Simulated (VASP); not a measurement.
Input of a VASP 6.6.1 run:

INCAR

```
PREC = Accurate
ENCUT = 520
EDIFF = 1E-6
ISMEAR = 1
SIGMA = 0.05
LREAL = F
LASPH = T
NELM = 100
ALGO = Normal
ISIF = 2
LWAVE = F
LCHARG = T
GGA = PE
LELF = T
LVHAR = T
NBANDS = 11
```

Contents of KPOINTS:

```
regular mesh
0
Gamma
  16 16 16
```

POSCAR

```
Pt
1.0
    2.6097691413      0.0000000000      0.0000000000
    0.0000000000      2.6097691413      0.0000000000
    0.0000000000      0.0000000000      2.6097691413
Pt
1
Direct
    0.0000000000      0.0000000000      0.0000000000
```

Potentials or basis: VASP PAW PBE potentials, release 64 (Pt).

Run with:

```bash
$ cat potpaw_PBE.64/Pt/POTCAR > POTCAR
$ mpirun -np 1 vasp_std > vasp.out
```

Task: What does it give for the band gap on the k mesh?

Result: Zero (band 5 reaches 10.54 eV, above the bottom of band 6 at 7.36 eV).

Task: Predict the pressure.

Result: 2.6 GPa.

Caveat: spin-orbit coupling is left out, which moves the levels of the heavy elements.
